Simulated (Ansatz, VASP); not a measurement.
## Sc in VASP and in Ansatz

File INCAR:

```
PREC = Accurate ; ENCUT = 520
EDIFF = 1E-7 ; ISMEAR = 0
SIGMA = 0.15 ; LREAL = False
LASPH = True ; NELM = 100
ALGO = Fast ; ISIF = 2
LWAVE = False ; LCHARG = True
GGA = PE ; LELF = True
LVHAR = True ; NBANDS = 18
```

File KPOINTS:

```
regular mesh
0
Gamma
  18 18 10
```

Contents of POSCAR:

```
Sc
1.0
    3.3087978973      0.0000000000      0.0000000000
   -1.6543989486      2.8655030350      0.0000000000
    0.0000000000      0.0000000000      5.1099600000
Sc
2
Direct
    0.3333333333      0.6666666667      0.2500000000
    0.6666666667      0.3333333333      0.7500000000
```

Input for Ansatz:

```yaml
crystal:
  lattice:
    - [3.3087978973, 0.0, 0.0]
    - [-1.6543989486, 2.865503035, 0.0]
    - [0.0, 0.0, 5.10996]
  atoms:
    - { symbol: Sc, position: [0.3333333333, 0.6666666667, 0.25] }
    - { symbol: Sc, position: [0.6666666667, 0.3333333333, 0.75] }
basis:
  ecutwfc: 420
kpoints:
  mp_grid: { grid: [18, 18, 10] }
hamiltonian:
  xc: pbe
scf:
  occupations: { method: gaussian, width: 0.15 }
output:
  forces: true
  stress: true
  eigenvalues: true
```

Change from the starting cell: strain +0.000 along x and y, -0.030 along z, atoms carried along.

Alike in both runs: task single point; functional PBE; k mesh 18 × 18 × 10; occupations gaussian, width 0.15 eV; no spin polarisation.

```csv
,VASP,Ansatz
version,VASP 6.6.1,Ansatz 0.2.0
potentials or method,"VASP PAW PBE potentials, release 64 (Sc_sv), cutoff 520 eV","scalar-relativistic, plane waves, PAW"
valence electrons in the cell,22,22
```

Ansatz gave:

| Item | Value |
| --- | --- |
| gap on the k mesh at the Fermi level (eV) | none |
| pressure (GPa) | 1.0 |
| traceless stress, the component that is largest in VASP (GPa) | 0.39 |

What did VASP give for the same quantities?

gap on the k mesh at the Fermi level (eV): none; pressure (GPa): 1.0; traceless stress, the component that is largest in VASP (GPa): 0.40.

A gap of «none» marks a metal or a gap that the smearing closes.
